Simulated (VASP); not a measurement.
Input of a VASP 6.6.1 run:

Contents of INCAR:

```
PREC     = Accurate       # precision mode
ENCUT    = 600            # plane-wave cutoff, eV
EDIFF    = 1E-6           # SCF threshold, eV
ISMEAR   = -1             # smearing method
SIGMA    = 0.05           # smearing width, eV
LREAL    = F              # projectors in reciprocal space
LASPH    = T              # aspherical terms in the spheres
NELM     = 60             # most SCF steps
ALGO     = Normal         # electronic algorithm
ISIF     = 3              # what is computed and relaxed
LWAVE    = F              # write WAVECAR
LCHARG   = F              # write CHGCAR
GGA      = PE             # functional
IVDW     = 13             # dispersion correction
IBRION   = 2              # ionic algorithm
NSW      = 60             # ionic steps
EDIFFG   = -0.01          # ionic threshold
```

The input KPOINTS:

```
regular mesh
0
Gamma
  9 9 5
```

The input POSCAR:

```
Sb
1.0
    3.3545324186      0.0000000000      0.0000000000
   -1.6772662093      2.9051102923      0.0000000000
    0.0000000000      0.0000000000      5.4701606500
Sb
2
Direct
    0.6666666667      0.3333333333      0.7500000000
    0.3333333333      0.6666666667      0.2500000000
```

Potentials or basis: VASP PAW PBE potentials, release 64 (Sb).

Launch:

```bash
$ cat potpaw_PBE.64/Sb/POTCAR > POTCAR
$ mpirun -np 1 vasp_std > vasp.out
```

Problem. What does it give for the space group after relaxing (to 0.05 Å)?

Solution. P6_3/mmc (No. 194).

Problem. Predict the relaxed volume.

Solution. 25.89 Å³/atom.

Problem. Predict the band gap on the k mesh.

Solution. Zero (band 5 reaches 13.35 eV, above the bottom of band 6 at 6.18 eV).

Problem. Estimate the dispersion energy per atom.

Solution. -0.583 eV.

Final structure:
```cif
data_structure
_symmetry_space_group_name_H-M 'P 1'
_symmetry_Int_Tables_number 1
_cell_length_a 3.3238
_cell_length_b 3.3238
_cell_length_c 5.4117
_cell_angle_alpha 90.000
_cell_angle_beta 90.000
_cell_angle_gamma 120.000
_cell_volume 51.78
loop_
_atom_site_label
_atom_site_type_symbol
_atom_site_fract_x
_atom_site_fract_y
_atom_site_fract_z
_atom_site_occupancy
Sb1 Sb 0.66667 0.33333 0.75000 1
Sb2 Sb 0.33333 0.66667 0.25000 1
```

Caveat: spin-orbit coupling is left out, which moves the levels of the heavy elements; pairwise dispersion overbinds metals, which lowers pressure and volume.
